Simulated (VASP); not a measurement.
A run of VASP 6.6.1:

Contents of INCAR:

```
SYSTEM = WC
ALGO = Normal
EDIFF = 1E-7
ENCUT = 520
GGA = PE
ISIF = 2
ISMEAR = -1
LASPH = .True.
LCHARG = .False.
LREAL = Auto
LWAVE = .False.
NBANDS = 86
NELM = 100
PREC = Accurate
SIGMA = 0.3
```

KPOINTS

```
k-points
0
Gamma
  3 3 3
  0 0 0
```

The input POSCAR:

```
WC
1.0
   -2.8994000000     -5.0219080000      0.0000000000
    4.3491000000     -2.5109540000      0.0000000000
    0.0000000000      0.0000000000      5.6546000000
W C
8 8
Direct
    0.7134448753      0.4896328140      0.0114066424
    0.7030404169      0.4669921098      0.5252891451
    0.4621311157     -0.0170373280      0.0459272097
    0.4588351181      0.0078743974      0.5271106710
    0.1948948501      0.4758175550      0.0431683939
    0.2119616579      0.5263529537      0.5328051498
   -0.0289392342     -0.0397338336      0.0318855445
   -0.0538536570     -0.0393284342      0.5266508683
    0.4835765738      0.6907824419      0.3130902274
    0.4185157952      0.6228517846      0.8020195947
    0.1957406668      0.1627303326      0.3023025501
    0.2239597185      0.1601363059      0.7810808899
   -0.0882000671      0.6408849476      0.2663848902
   -0.0648254060      0.6220931268      0.7329430906
    0.7402349065      0.1420609064      0.2640328228
    0.6884025990      0.1143810204      0.8001273300
```

Potentials or basis: VASP PAW PBE potentials, release 64 (W_sv, C).

Launch:

```bash
$ cat potpaw_PBE.64/W_sv/POTCAR potpaw_PBE.64/C/POTCAR > POTCAR
$ mpirun -np 1 vasp_std > vasp.out
```

Hardware: 1 thread of Intel(R) Xeon(R) 6975P-C (Granite Rapids) (shared host).

Problem. Estimate the wall time of this run.

Solution. Wall time 3 min on 1 thread of Intel(R) Xeon(R) 6975P-C (Granite Rapids) (shared host), peak memory 0.33 GiB. Counts: scf iterations 18, k points 14.
